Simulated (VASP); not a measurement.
# Rh (R-3m) in VASP: single point with r2SCAN

Aim: the single point of Rh with r2SCAN.

Program: VASP 6.6.1. These are calculated values, not measurements. Logs are shortened: lines on timing, memory, paths and dates and some standing lists are left out, and cuts for length are marked.

**1. The cell of the first run**

It takes space group R-3m (No. 166, trigonal). The conventional cell has a = 2.621 Å, b = 2.621 Å, c = 6.934 Å, α = 90.00°, β = 90.00°, γ = 120.00°. Rh (site symmetry -3m) has 12 Rh at 2.62 to 2.76 Å within 3.5 Å.

**2. Single point, r2SCAN**

POSCAR

```
Rh
1.0
    0.0988473943      1.9522360377      1.9522360377
    1.9522360377      0.0988473943      1.9522360377
    1.9522360377      1.9522360377      0.0988473943
Rh
1
Direct
    0.0000000000      0.0000000000      0.0000000000
```

INCAR.step1

```
SYSTEM = Rh
PREC     = Accurate       ! precision mode
ENCUT    = 680            ! plane-wave cutoff, eV
ISMEAR   = 0              ! smearing method
SIGMA    = 0.15           ! smearing width, eV
LREAL    = .FALSE.        ! projectors in reciprocal space
LASPH    = .TRUE.         ! aspherical terms in the spheres
NELM     = 120            ! most SCF steps
NBANDS   = 14             ! bands
GGA      = PE             ! functional
ALGO     = Normal         ! electronic algorithm
EDIFF    = 1E-5           ! SCF threshold, eV
LWAVE    = .TRUE.         ! write WAVECAR
LCHARG   = .FALSE.        ! write CHGCAR
GGA_COMPAT= .FALSE.
```

INCAR.step2

```
SYSTEM = Rh
PREC     = Accurate       ! precision mode
ENCUT    = 680            ! plane-wave cutoff, eV
EDIFF    = 1E-6           ! SCF threshold, eV
ISMEAR   = 0              ! smearing method
SIGMA    = 0.15           ! smearing width, eV
LREAL    = .FALSE.        ! projectors in reciprocal space
LASPH    = .TRUE.         ! aspherical terms in the spheres
NELM     = 120            ! most SCF steps
ALGO     = Normal         ! electronic algorithm
ISIF     = 2              ! what is computed and relaxed
LWAVE    = .FALSE.        ! write WAVECAR
LCHARG   = .FALSE.        ! write CHGCAR
METAGGA  = R2SCAN         ! meta-GGA
LMIXTAU  = .TRUE.       
NBANDS   = 14             ! bands
ISTART   = 1            
GGA_COMPAT= .FALSE.
```

KPOINTS

```
Automatic mesh
0
G
  8 8 8
  0 0 0
```

Potentials or basis: VASP PAW PBE potentials, release 64 (Rh_sv_GW).

Command:

```
$ cat potpaw_PBE.64/Rh_sv_GW/POTCAR > POTCAR
$ cp INCAR.step1 INCAR
$ mpirun -np 1 vasp_std > vasp.out
$ cp INCAR.step2 INCAR
$ mpirun -np 1 vasp_std > vasp.out
```

OUTCAR:

```text
SYSTEM = Rh
   PREC = Accurate
   ENCUT = 680
   EDIFF = 1E-6
   ISMEAR = 0
   LREAL = .FALSE.
   LASPH = .TRUE.
   NELM = 120
   ISIF = 2
   METAGGA = R2SCAN
   ISTART = 1

 ion  position               nearest neighbor table
   1  0.000  0.000  0.000-

  LATTYP: Found a trigonal (rhomboedric) cell.
 ALAT       =     2.7626476252
 COS(alpha) =     0.5499279885

  Lattice vectors:

 A1 = (   0.0988473943,   1.9522360377,   1.9522360377)
 A2 = (   1.9522360377,   0.0988473943,   1.9522360377)
 A3 = (   1.9522360377,   1.9522360377,   0.0988473943)

Analysis of symmetry for initial positions (statically):
=====================================================================
 Subroutine PRICEL returns:
 Original cell was already a primitive cell.

 Routine SETGRP: Setting up the symmetry group for a
 trigonal (rhombohedral) supercell.

 Subroutine GETGRP returns: Found 12 space group operations
 (whereof 12 operations were pure point group operations)
 out of a pool of 12 trial point group operations.

The static configuration has the point symmetry D_3d.

Analysis of symmetry for dynamics (positions and initial velocities):
=====================================================================
 Subroutine PRICEL returns:
 Original cell was already a primitive cell.

 Routine SETGRP: Setting up the symmetry group for a
 trigonal (rhombohedral) supercell.

 Subroutine GETGRP returns: Found 12 space group operations
 (whereof 12 operations were pure point group operations)
 out of a pool of 12 trial point group operations.

The dynamic configuration has the point symmetry D_3d.

 Subroutine INISYM returns: Found 12 space group operations
 (whereof 12 operations are pure point group operations),
 and found     1 'primitive' translations

----------------------------------------------------------------------------------------

                                     Primitive cell

  volume of cell :      13.7516

  direct lattice vectors                    reciprocal lattice vectors
     0.098847394  1.952236038  1.952236038    -0.276437260  0.263114983  0.263114983
     1.952236038  0.098847394  1.952236038     0.263114983 -0.276437260  0.263114983
     1.952236038  1.952236038  0.098847394     0.263114983  0.263114983 -0.276437260

  length of vectors
     2.762647625  2.762647625  2.762647625     0.463547783  0.463547783  0.463547783

  position of ions in fractional coordinates (direct lattice)
     0.000000000  0.000000000  0.000000000

  ion indices of the primitive-cell ions
   primitive index   ion index
                 1           1

----------------------------------------------------------------------------------------

 KPOINTS: Automatic mesh

Automatic generation of k-mesh.
 Grid dimensions read from file:
 generate k-points for:    8    8    8

 Generating k-lattice:

  Cartesian coordinates                     Fractional coordinates (reciprocal lattice)
    -0.034554658  0.032889373  0.032889373     0.125000000  0.000000000  0.000000000
     0.032889373 -0.034554658  0.032889373     0.000000000  0.125000000  0.000000000
     0.032889373  0.032889373 -0.034554658     0.000000000  0.000000000  0.125000000

  Length of vectors
     0.057943473  0.057943473  0.057943473

  Shift w.r.t. Gamma in fractional coordinates (k-lattice)
     0.000000000  0.000000000  0.000000000

 Subroutine IBZKPT returns following result:
 ===========================================

 Found     65 irreducible k-points:

 Following reciprocal coordinates:
            Coordinates               Weight
  0.000000  0.000000  0.000000      1.000000
  0.125000  0.000000  0.000000      6.000000
  0.250000  0.000000  0.000000      6.000000
  0.375000  0.000000  0.000000      6.000000
  0.500000  0.000000  0.000000      3.000000
  0.125000  0.125000  0.000000      6.000000
[... 16 lines left out ...]
  0.250000  0.125000  0.125000      6.000000
  0.375000  0.125000  0.125000      6.000000
 [... further k-points ...]
   k-points           NKPTS =     65   k-points in BZ     NKDIM =     65   number of bands    NBANDS=     14
   number of dos      NEDOS =    301   number of ions     NIONS =      1
   total plane-waves  NPLWV =  13824
   dimension x,y,z NGX =    24 NGY =   24 NGZ =   24
   dimension x,y,z NGXF=    48 NGYF=   48 NGZF=   48
   ions per type =               1
   NGX,Y,Z   is equivalent  to a cutoff of  14.44, 14.44, 14.44 a.u.
   NGXF,Y,Z  is equivalent  to a cutoff of  28.88, 28.88, 28.88 a.u.
 SYSTEM =  Rh
   PREC   = accura    normal or accurate (medium, high low for compatibility)
   ISTART =      1    job   : 0-new  1-cont  2-samecut
   ICHARG =      0    charge: 1-file 2-atom 10-const
   ISPIN  =      1    spin polarized calculation?
   LNONCOLLINEAR =      F non collinear calculations
   LSORBIT =      F    spin-orbit coupling
   LASPH  =      T    aspherical Exc in radial PAW
   ENCUT  =  680.0 eV  49.98 Ry    7.07 a.u.   5.87  5.87  5.87*2*pi/ulx,y,z
   NELM   =    120;   NELMIN=  2; NELMDL=  0     # of ELM steps
   EDIFF  = 0.1E-05   stopping-criterion for ELM
   LREAL  =      F    real-space projection
   EDIFFG = 0.1E-04   stopping-criterion for IOM
   NSW    =      0    number of steps for IOM
   IBRION =     -1    ionic relax: 0-MD 1-quasi-New 2-CG
   NFREE  =      0    steps in history (QN), initial steepest desc. (CG)
   ISIF   =      2    stress and relaxation
   ISYM   =      2    0-nonsym 1-usesym 2-fastsym
   POTIM  = 0.5000    time-step for ionic-motion
   TEBEG  =    0.0;   TEEND  =   0.0 temperature during run
   PSTRESS=    0.0 pullay stress
   NELECT =      17.0000    total number of electrons
   NUPDOWN=      -1.0000    fix difference up-down
   EMIN   =  10.00;   EMAX   =-10.00  energy-range for DOS
   EFERMI =   0.00;   METHOD = LEGACY
   ISMEAR =     0;   SIGMA  =   0.15  broadening in eV -4-tet -1-fermi 0-gaus
   EFERMI_NEDOS =   21; number of points for ismear=-14 and -15
   IALGO  =     38    algorithm
   IMIX   =      4    mixing-type and parameters
     AMIX     =   0.40;   BMIX     =  1.00
     AMIX_MAG =   1.60;   BMIX_MAG =  1.00
  volume/ion in A,a.u.               =      13.75        92.80
  Fermi-wavevector in a.u.,A,eV,Ry     =   1.757007  3.320261 42.002167  3.087072
  Thomas-Fermi vector in A             =   2.826445
   LORBIT       =      0    0 simple, 1 ext, 2 COOP (PROOUT), +10 PAW based schemes
   METAGGA = R2SCAN    functional components
   LHFCALC =     F    Hartree Fock is set to
   AEXX    =    0.0000 exact exchange contribution
   IVDW    =     0    specifies the selected vdW correction
   LEPSILON=     F    determine dielectric tensor
   LRPA    =     F    only Hartree local field effects (RPA)
 non-spin polarized calculation
 Gauss-broadening in eV      SIGMA  =   0.15
  energy-cutoff  :      680.00
  volume of cell :       13.75
 maximum number of plane-waves:       568
   NGX = 11   NGY = 11   NGZ = 11

 number of electron      17.0000002 magnetization

 Free energy of the ion-electron system (eV)
  ---------------------------------------------------
  ext. energy  EPLUGINS =         0.00000000
  ---------------------------------------------------
  free energy    TOTEN  =       -23.21216345 eV

  energy without entropy =      -23.19625378  energy(sigma->0) =      -23.20420861

 E-fermi :  10.7213     XC(G=0): -15.2488

 val. band max:       10.6400671159   @ k =   0.5000   0.3750   0.3750
 cond. band min:      10.7594211601   @ k =   0.3750   0.3750   0.0000
 fundamental gap:      0.1193540442
 Fermi energy:        10.7213334591

 k-point     1 :       0.0000    0.0000    0.0000
  band No.  band energies     occupation
      1     -70.4519      2.00000
      2     -37.0783      2.00000
      3     -37.0716      2.00000
      4     -37.0716      2.00000
      5       2.5552      2.00000
      6       6.9344      2.00000
      7       7.7398      2.00000
      8       7.7398      2.00000
      9       9.7471      2.00000
     10       9.7471      2.00000
     11      27.0227      0.00000
     12      31.3139      0.00000
     13      33.7065      0.00000
     14      33.7065      0.00000

 k-point     2 :       0.1250    0.0000    0.0000
  band No.  band energies     occupation
      1     -70.4313      2.00000
      2     -37.2033      2.00000
      3     -37.0949      2.00000
      4     -37.0890      2.00000
      5       3.2110      2.00000
      6       7.1638      2.00000
      7       7.4548      2.00000
      8       8.1001      2.00000
      9       9.5497      2.00000
     10       9.5790      2.00000
     11      27.9645      0.00000
     12      30.5943      0.00000
     13      32.7428      0.00000
     14      34.5373      0.00000

 k-point     3 :       0.2500    0.0000    0.0000
  band No.  band energies     occupation
      1     -70.3812      2.00000
      2     -37.5149      2.00000
      3     -37.1509      2.00000
      4     -37.1153      2.00000
      5       4.4583      2.00000
      6       7.3337      2.00000
      7       7.5703      2.00000
      8       8.4765      2.00000
      9       9.6248      2.00000
     10       9.8140      2.00000
     11      26.8662      0.00000
     12      28.9220      0.00000
     13      34.9348      0.00000
     14      36.4488      0.00000

 k-point     4 :       0.3750    0.0000    0.0000
  band No.  band energies     occupation
      1     -70.3307      2.00000
      2     -37.8189      2.00000
      3     -37.2063      2.00000
      4     -37.1413      2.00000
      5       4.5309      2.00000
      6       7.0416      2.00000
      7       8.1410      2.00000
      8       9.8533      2.00000
      9      10.5178      1.94498
     10      11.0187      0.00505
     11      22.8067      0.00000
     12      27.3961      0.00000
     13      32.9587      0.00000
     14      34.6918      0.00000

 k-point     5 :       0.5000    0.0000    0.0000
  band No.  band energies     occupation
      1     -70.3097      2.00000
      2     -37.9428      2.00000
      3     -37.2292      2.00000
      4     -37.1521      2.00000
      5       4.3620      2.00000
      6       6.8486      2.00000
      7       7.9643      2.00000
      8      10.9996      0.00871
      9      11.6570      0.00000
     10      11.8982      0.00000
     11      20.2497      0.00000
[... 276 lines left out ...]
 k-point    22 :       0.1250    0.1250    0.1250
  band No.  band energies     occupation
      1     -70.4393      2.00000
      2     -37.1732      2.00000
      3     -37.0816      2.00000
      4     -37.0816      2.00000
      5       3.0991      2.00000
      6       6.8197      2.00000
      7       7.8185      2.00000
      8       7.8185      2.00000
      9       9.7802      2.00000
     10       9.7802      2.00000
     11      27.3458      0.00000
     12      29.5781      0.00000
     13      34.5528      0.00000
     14      34.5528      0.00000

 k-point    23 :       0.2500    0.1250    0.1250
  band No.  band energies     occupation
      1     -70.4126      2.00000
      2     -37.2858      2.00000
      3     -37.1692      2.00000
      4     -37.0996      2.00000
      5       4.0210      2.00000
      6       6.7338      2.00000
      7       7.6851      2.00000
      8       8.2673      2.00000
      9       9.3105      2.00000
     10      10.2127      2.00000
     11      27.5999      0.00000
     12      29.2444      0.00000
     13      33.0728      0.00000
     14      36.0959      0.00000

 k-point    24 :       0.3750    0.1250    0.1250
  band No.  band energies     occupation
      1     -70.3625      2.00000
      2     -37.5647      2.00000
      3     -37.2256      2.00000
      4     -37.1556      2.00000
      5       5.0524      2.00000
      6       7.0212      2.00000
      7       7.4879      2.00000
      8       8.6823      2.00000
      9       9.5234      2.00000
     10      11.2178      0.00000
     11      25.8965      0.00000
     12      27.9084      0.00000
     13      31.7635      0.00000
     14      35.4776      0.00000

 [... further k-points ...]
[... 5 lines left out ...]
  --------------------------------------------------------------------------------------
  -------------------------------------------------------------------------------------
  Total        0.1917091      0.1917091      0.1917091     -0.7279387     -0.7279387     -0.7279387
  in kB       22.3357254     22.3357254     22.3357254    -84.8109943    -84.8109943    -84.8109943
  external PRESSURE =      22.3357254 kB  Pullay stress =       0.0000000 kB

 VOLUME and BASIS-vectors are now :
 -----------------------------------------------------------------------------
  energy-cutoff  :      680.00
  volume of cell :       13.75
      direct lattice vectors                 reciprocal lattice vectors
     0.098847394  1.952236038  1.952236038    -0.276437260  0.263114983  0.263114983
     1.952236038  0.098847394  1.952236038     0.263114983 -0.276437260  0.263114983
     1.952236038  1.952236038  0.098847394     0.263114983  0.263114983 -0.276437260

 POSITION                                       TOTAL-FORCE (eV/Angst)
 -----------------------------------------------------------------------------------
      0.00000      0.00000      0.00000         0.000000     -0.000000      0.000000
 -----------------------------------------------------------------------------------
    total drift:                               -0.000000      0.000000      0.000000

  FREE ENERGIE OF THE ION-ELECTRON SYSTEM (eV)
  ---------------------------------------------------
  free  energy   TOTEN  =       -23.2121634467 eV

  energy  without entropy=      -23.1962537760  energy(sigma->0) =      -23.20420861
```

Run time: 83 s. Hardware: 1 thread of Intel Xeon Platinum 8259CL at 2.50GHz (Skylake/Cascade Lake), shared host; peak memory 0.16 GiB.

What came out:

| Property | Result |
| --- | --- |
| Free energy | -23.2122 eV |
| Pressure | 2.2 GPa |
| Band gap on the k mesh | zero (an odd number of electrons rules out a gap without spin polarisation) |

Caveat: the k points lie up to 0.36 Å⁻¹ apart, too coarse for converged energies and pressures of a metal; the PAW data sets were made with another functional, which shifts forces and pressure a little.

The gap in the log of VASP goes by the Fermi energy; the results here count the filled bands.